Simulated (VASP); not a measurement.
# Ge16H (a cell with a defect) in VASP: single point with LDA

Aim: the single point of Ge16H (a cell with a defect) with LDA.

Everything below comes from runs of VASP 6.6.1. Logs are shortened: lines on timing, memory, paths and dates and some standing lists are left out, and cuts for length are marked.

**1. The cell of the first run**

The cell holds a defect, 17 atoms: a = 8.004 Å, b = 8.004 Å, c = 8.004 Å, α = 60.00°, β = 60.00°, γ = 60.00°.

**2. Single point, LDA**

INCAR reads:

```
SYSTEM = Ge16H
PREC     = Accurate       ! precision mode
ENCUT    = 520            ! plane-wave cutoff, eV
EDIFF    = 1E-6           ! SCF threshold, eV
ISMEAR   = -1             ! smearing method
SIGMA    = 0.05           ! smearing width, eV
LREAL    = Auto         
LASPH    = .True.         ! aspherical terms in the spheres
NELM     = 60             ! most SCF steps
ALGO     = Normal         ! electronic algorithm
ISIF     = 2              ! what is computed and relaxed
LWAVE    = .False.        ! write WAVECAR
LCHARG   = .True.         ! write CHGCAR
GGA      = CA             ! functional
LELF     = .True.         ! ELF
LVHAR    = .True.       
NBANDS   = 126            ! bands
```

KPOINTS reads:

```
regular mesh
0
Gamma
  3 3 3
  0 0 0
```

POSCAR reads:

```
Ge16H
1.0
    0.0000000000      5.6600000000      5.6600000000
    5.6600000000      0.0000000000      5.6600000000
    5.6600000000      5.6600000000      0.0000000000
Ge H
16 1
Direct
    0.0069254716     -0.0032545191      0.0052076024
    0.1258734667      0.1316524484      0.1252894554
   -0.0030669120      0.0067775782      0.4996814476
    0.1105027494      0.1325597033      0.6346545523
   -0.0009664517      0.5059219062     -0.0014215309
    0.1268183405      0.6231857138      0.1270188499
   -0.0078730242      0.5081565011      0.5003615724
    0.1177431539      0.6323571102      0.6244567421
    0.5003689834      0.0067559480     -0.0028759569
    0.6365970578      0.1309468107      0.1112325943
    0.5007918459      0.0099514662      0.4963243748
    0.6213899961      0.1383519282      0.6219444985
    0.5003058673      0.5064650941     -0.0057924356
    0.6248328553      0.6323205783      0.1177045781
    0.4923506043      0.5112090095      0.4920922939
    0.6171209933      0.6315227285      0.6196418108
    0.3452337027      0.1986223945      0.3543853509
```

Potentials or basis: VASP PAW LDA potentials, release 64 (Ge_d, H).

On the command line:

```
$ cat potpaw_LDA.64/Ge_d/POTCAR potpaw_LDA.64/H/POTCAR > POTCAR
$ mpirun -np 1 vasp_std > vasp.out
```

OUTCAR:

```text
SYSTEM = Ge16H
   PREC = Accurate
   ENCUT = 520
   EDIFF = 1E-6
   ISMEAR = -1
   LREAL = Auto
   LASPH = .True.
   NELM = 60
   ISIF = 2
   GGA = CA

 ion  position               nearest neighbor table
   1  0.007  0.997  0.005-  10 2.42   4 2.43   6 2.44   2 2.44
   2  0.126  0.132  0.125-   1 2.44   5 2.45   3 2.45   9 2.45
   3  0.997  0.007  0.500-   2 2.45   8 2.45   4 2.45  12 2.45
   4  0.111  0.133  0.635-   1 2.43   3 2.45   7 2.46  11 2.55
   5  0.999  0.506  0.999-   6 2.44   8 2.45  14 2.45   2 2.45
   6  0.127  0.623  0.127-   7 2.44   5 2.44  13 2.44   1 2.44
   7  0.992  0.508  0.500-   6 2.44   8 2.44  16 2.45   4 2.46
   8  0.118  0.632  0.624-   7 2.44   5 2.45   3 2.45  15 2.45
   9  0.500  0.007  0.997-  14 2.45   2 2.45  10 2.45  12 2.45
  10  0.637  0.131  0.111-   1 2.42   9 2.45  13 2.46  11 2.52
  11  0.501  0.010  0.496-  17 1.71  12 2.45  16 2.47  10 2.52   4 2.55
  12  0.621  0.138  0.622-  15 2.44  11 2.45   9 2.45   3 2.45
  13  0.500  0.506  0.994-   6 2.44  14 2.44  16 2.45  10 2.46
  14  0.625  0.632  0.118-  13 2.44   5 2.45   9 2.45  15 2.45
  15  0.492  0.511  0.492-  16 2.44  12 2.44  14 2.45   8 2.45
  16  0.617  0.632  0.620-  15 2.44  13 2.45   7 2.45  11 2.47
  17  0.345  0.199  0.354-  11 1.71

  LATTYP: Found a face centered cubic cell.
 ALAT       =    11.3200000000

  Lattice vectors:

 A1 = (   0.0000000000,   5.6600000000,   5.6600000000)
 A2 = (   5.6600000000,   0.0000000000,   5.6600000000)
 A3 = (   5.6600000000,   5.6600000000,   0.0000000000)

Analysis of symmetry for initial positions (statically):
=====================================================================
 Subroutine PRICEL returns:
 Original cell was already a primitive cell.

 Routine SETGRP: Setting up the symmetry group for a
 face centered cubic supercell.

 Subroutine GETGRP returns: Found  1 space group operations
 (whereof  1 operations were pure point group operations)
 out of a pool of 48 trial point group operations.

The static configuration has the point symmetry C_1 .

Analysis of symmetry for dynamics (positions and initial velocities):
=====================================================================
 Subroutine PRICEL returns:
 Original cell was already a primitive cell.

 Routine SETGRP: Setting up the symmetry group for a
 face centered cubic supercell.

 Subroutine GETGRP returns: Found  1 space group operations
 (whereof  1 operations were pure point group operations)
 out of a pool of 48 trial point group operations.

The dynamic configuration has the point symmetry C_1 .

 Subroutine INISYM returns: Found  1 space group operations
 (whereof  1 operations are pure point group operations),
 and found     1 'primitive' translations

----------------------------------------------------------------------------------------

                                     Primitive cell

  volume of cell :     362.6430

  direct lattice vectors                    reciprocal lattice vectors
     0.000000000  5.660000000  5.660000000    -0.088339223  0.088339223  0.088339223
     5.660000000  0.000000000  5.660000000     0.088339223 -0.088339223  0.088339223
     5.660000000  5.660000000  0.000000000     0.088339223  0.088339223 -0.088339223

  length of vectors
     8.004448763  8.004448763  8.004448763     0.153008022  0.153008022  0.153008022

  position of ions in fractional coordinates (direct lattice)
     0.006925472  0.996745481  0.005207602
     0.125873467  0.131652448  0.125289455
     0.996933088  0.006777578  0.499681448
     0.110502749  0.132559703  0.634654552
     0.999033548  0.505921906  0.998578469
     0.126818341  0.623185714  0.127018850
[... 9 lines left out ...]
     0.617120993  0.631522729  0.619641811
     0.345233703  0.198622394  0.354385351

  ion indices of the primitive-cell ions
   primitive index   ion index
                 1           1
                 2           2
                 3           3
                 4           4
                 5           5
                 6           6
[... 9 lines left out ...]
                16          16
                17          17

----------------------------------------------------------------------------------------

 KPOINTS: regular mesh

Automatic generation of k-mesh.
 Grid dimensions read from file:
 generate k-points for:    3    3    3

 Generating k-lattice:

  Cartesian coordinates                     Fractional coordinates (reciprocal lattice)
    -0.029446408  0.029446408  0.029446408     0.333333333  0.000000000  0.000000000
     0.029446408 -0.029446408  0.029446408     0.000000000  0.333333333  0.000000000
     0.029446408  0.029446408 -0.029446408     0.000000000  0.000000000  0.333333333

  Length of vectors
     0.051002674  0.051002674  0.051002674

  Shift w.r.t. Gamma in fractional coordinates (k-lattice)
     0.000000000  0.000000000  0.000000000

 Subroutine IBZKPT returns following result:
 ===========================================

 Found     14 irreducible k-points:

 Following reciprocal coordinates:
            Coordinates               Weight
  0.000000  0.000000  0.000000      1.000000
  0.333333  0.000000  0.000000      2.000000
  0.000000  0.333333  0.000000      2.000000
  0.000000  0.000000  0.333333      2.000000
  0.333333  0.333333  0.333333      2.000000
  0.333333  0.333333  0.000000      2.000000
  0.000000  0.333333  0.333333      2.000000
  0.333333  0.000000  0.333333      2.000000
 -0.333333  0.333333  0.000000      2.000000
  0.000000 -0.333333  0.333333      2.000000
  0.333333  0.000000 -0.333333      2.000000
  0.333333  0.333333 -0.333333      2.000000
 -0.333333  0.333333 -0.333333      2.000000
  0.333333 -0.333333 -0.333333      2.000000
   k-points           NKPTS =     14   k-points in BZ     NKDIM =     14   number of bands    NBANDS=    126
   number of dos      NEDOS =    301   number of ions     NIONS =     17
   total plane-waves  NPLWV = 216000
   dimension x,y,z NGX =    60 NGY =   60 NGZ =   60
   dimension x,y,z NGXF=   120 NGYF=  120 NGZF=  120
   ions per type =              16   1
   NGX,Y,Z   is equivalent  to a cutoff of  12.46, 12.46, 12.46 a.u.
   NGXF,Y,Z  is equivalent  to a cutoff of  24.92, 24.92, 24.92 a.u.
 SYSTEM =  Ge16H
   PREC   = accura    normal or accurate (medium, high low for compatibility)
   ISTART =      0    job   : 0-new  1-cont  2-samecut
   ICHARG =      2    charge: 1-file 2-atom 10-const
   ISPIN  =      1    spin polarized calculation?
   LNONCOLLINEAR =      F non collinear calculations
   LSORBIT =      F    spin-orbit coupling
   LASPH  =      T    aspherical Exc in radial PAW
   ENCUT  =  520.0 eV  38.22 Ry    6.18 a.u.  14.88 14.88 14.88*2*pi/ulx,y,z
   NELM   =     60;   NELMIN=  2; NELMDL= -5     # of ELM steps
   EDIFF  = 0.1E-05   stopping-criterion for ELM
   LREAL  =      T    real-space projection
   EDIFFG = 0.1E-04   stopping-criterion for IOM
   NSW    =      0    number of steps for IOM
   IBRION =     -1    ionic relax: 0-MD 1-quasi-New 2-CG
   NFREE  =      0    steps in history (QN), initial steepest desc. (CG)
   ISIF   =      2    stress and relaxation
   ISYM   =      2    0-nonsym 1-usesym 2-fastsym
   POTIM  = 0.5000    time-step for ionic-motion
   TEBEG  =    0.0;   TEEND  =   0.0 temperature during run
   PSTRESS=    0.0 pullay stress
   NELECT =     225.0000    total number of electrons
   NUPDOWN=      -1.0000    fix difference up-down
   EMIN   =  10.00;   EMAX   =-10.00  energy-range for DOS
   EFERMI =   0.00;   METHOD = LEGACY
   ISMEAR =    -1;   SIGMA  =   0.05  broadening in eV -4-tet -1-fermi 0-gaus
   EFERMI_NEDOS =   21; number of points for ismear=-14 and -15
   IALGO  =     38    algorithm
   IMIX   =      4    mixing-type and parameters
     AMIX     =   0.40;   BMIX     =  1.00
     AMIX_MAG =   1.60;   BMIX_MAG =  1.00
  volume/ion in A,a.u.               =      21.33       143.96
  Fermi-wavevector in a.u.,A,eV,Ry     =   1.396291  2.638607 26.526303  1.949628
  Thomas-Fermi vector in A             =   2.519659
   LORBIT       =      0    0 simple, 1 ext, 2 COOP (PROOUT), +10 PAW based schemes
   GGA     = CA    functional components
   LHFCALC =     F    Hartree Fock is set to
   AEXX    =    0.0000 exact exchange contribution
   IVDW    =     0    specifies the selected vdW correction
   LEPSILON=     F    determine dielectric tensor
   LRPA    =     F    only Hartree local field effects (RPA)
 non-spin polarized calculation
  energy-cutoff  :      520.00
  volume of cell :      362.64
 maximum number of plane-waves:      9841
   NGX = 29   NGY = 29   NGZ = 29

 number of electron     225.0000044 magnetization

 Free energy of the ion-electron system (eV)
  ---------------------------------------------------
  ext. energy  EPLUGINS =         0.00000000
  ---------------------------------------------------
  free energy    TOTEN  =       -84.73578346 eV

  energy without entropy =      -84.71031979  energy(sigma->0) =      -84.72305162

 E-fermi :   4.8275     XC(G=0): -10.3325

 val. band max:        4.8193031042   @ k =   0.0000   0.0000   0.3333
 cond. band min:       4.8314810403   @ k =   0.0000   0.0000   0.0000
 fundamental gap:      0.0121779361
 Fermi energy:         4.8274744445

 k-point     1 :       0.0000    0.0000    0.0000
  band No.  band energies     occupation
      1     -20.3078      2.00000
      2     -20.2886      2.00000
      3     -20.2820      2.00000
      4     -20.2658      2.00000
      5     -20.2190      2.00000
      6     -20.2146      2.00000
[... 116 lines left out ...]
    123       5.4646      0.00001
    124       6.9181      0.00000

 k-point     2 :       0.3333    0.0000    0.0000
  band No.  band energies     occupation
      1     -20.3088      2.00000
      2     -20.2919      2.00000
      3     -20.2838      2.00000
      4     -20.2672      2.00000
      5     -20.2265      2.00000
      6     -20.2158      2.00000
[... 1640 lines left out ...]
    123       7.8052      0.00000
    124       7.8334      0.00000
 [bands above 124 left out]

------------------------ aborting loop because EDIFF is reached ----------------------------------------

  FORCE on cell =-STRESS in cart. coord.  units (eV):
  Direction    XX          YY          ZZ          XY          YZ          ZX
  --------------------------------------------------------------------------------------
  -------------------------------------------------------------------------------------
  Total        1.3712642     -1.9270345      1.3358574      0.3179365      0.1374132     -0.9330254
  in kB        6.0583232     -8.5137478      5.9018940      1.4046614      0.6070993     -4.1221594
  external PRESSURE =       1.1488231 kB  Pullay stress =       0.0000000 kB

 VOLUME and BASIS-vectors are now :
 -----------------------------------------------------------------------------
  energy-cutoff  :      520.00
  volume of cell :      362.64
      direct lattice vectors                 reciprocal lattice vectors
     0.000000000  5.660000000  5.660000000    -0.088339223  0.088339223  0.088339223
     5.660000000  0.000000000  5.660000000     0.088339223 -0.088339223  0.088339223
     5.660000000  5.660000000  0.000000000     0.088339223  0.088339223 -0.088339223

 POSITION                                       TOTAL-FORCE (eV/Angst)
 -----------------------------------------------------------------------------------
      5.67105      0.06867      5.68078         0.035871      0.019545      0.046536
      1.45429      1.42158      1.45760         0.010752      0.032686      0.006172
      2.86656      8.47084      5.68100        -0.028318     -0.049120     -0.007941
      4.34243      4.21759      1.37573        -0.041102      0.025053      0.032758
      8.51547     11.30648      8.51805        -0.040397     -0.004554     -0.038495
      4.24616      1.43672      4.24502        -0.009040      0.023656     -0.008316
[... 9 lines left out ...]
      7.08159      7.00008      7.06732        -0.031195     -0.048454     -0.015188
      3.13002      3.95984      3.07823        -0.035525      0.043932     -0.029734
 -----------------------------------------------------------------------------------
    total drift:                                0.002798     -0.004830      0.001191

  FREE ENERGIE OF THE ION-ELECTRON SYSTEM (eV)
  ---------------------------------------------------
  free  energy   TOTEN  =       -84.7357834561 eV

  energy  without entropy=      -84.7103197929  energy(sigma->0) =      -84.72305162
```

Run time: 22 min. Hardware: 1 thread of Intel Xeon Platinum 8259CL at 2.50GHz (Skylake/Cascade Lake), shared host; peak memory 0.63 GiB.

Results:

```
Free energy            : -84.7358 eV
Pressure               : 0.1 GPa
Largest force          : 0.068 eV/Å
Band gap on the k mesh : zero (an odd number of electrons rules out a gap without spin polarisation)
```

Forces on the atoms (eV/Å):
```
Ge   0.036  0.020  0.047
Ge   0.011  0.033  0.006
Ge  -0.028 -0.049 -0.008
Ge  -0.041  0.025  0.033
Ge  -0.040 -0.005 -0.038
Ge  -0.009  0.024 -0.008
Ge   0.002  0.004  0.002
Ge   0.007  0.028  0.050
Ge  -0.003 -0.041 -0.025
Ge   0.009 -0.024 -0.014
Ge   0.037 -0.045 -0.036
Ge   0.043 -0.004  0.048
Ge  -0.001  0.009 -0.006
Ge   0.051  0.025  0.007
Ge  -0.007  0.006 -0.012
Ge  -0.031 -0.048 -0.015
H   -0.036  0.044 -0.030
```
